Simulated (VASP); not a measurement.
Runs of VASP 6.6.1 on Zn. The structure is that of space group Fm-3m (No. 225), or close to it. The cells are those of the table. This isn't the form of Zn at room conditions, which is hcp.

```tsv
task	cell	gap on the mesh (eV)	pressure (GPa)
single point	a = 2.717 Å, angles 60.0°, 1 atom	none	5.5
relaxation of cell and atoms	relaxed from a = 2.786 Å, angles 60.0°, 1 atom	none	0.0
single point	a = 2.675 Å, angles 60.0°, 1 atom	none	(a)
relaxation of cell and atoms	relaxed to 5 GPa from a = 2.786 Å, angles 60.0°, 1 atom	none	5.0
single point	a = 2.614 Å, angles 60.0°, 1 atom	none	20.6
relaxation of cell and atoms	relaxed to 10 GPa from a = 2.786 Å, angles 60.0°, 1 atom	none	10.0
single point	a = 2.774 Å, angles 60.0°, 1 atom	none	0.4
relaxation of cell and atoms	relaxed to 20 GPa from a = 2.786 Å, angles 60.0°, 1 atom	none	20.0
```

Alike in all rows: level PBE; potentials or basis VASP PAW PBE potentials, release 64 (Zn); no spin polarisation; k mesh 10 × 10 × 10; cutoff (eV) 500; smearing fermi-dirac 0.05 eV.

Estimate the missing entries.

(a) 10.6.

Caveats: the cell stands under pressure (at least some runs); the cell is relaxed towards a set pressure, so the run minimises the enthalpy, not the energy (at least some runs).

A gap of «none» marks levels without a gap at the run's occupations.
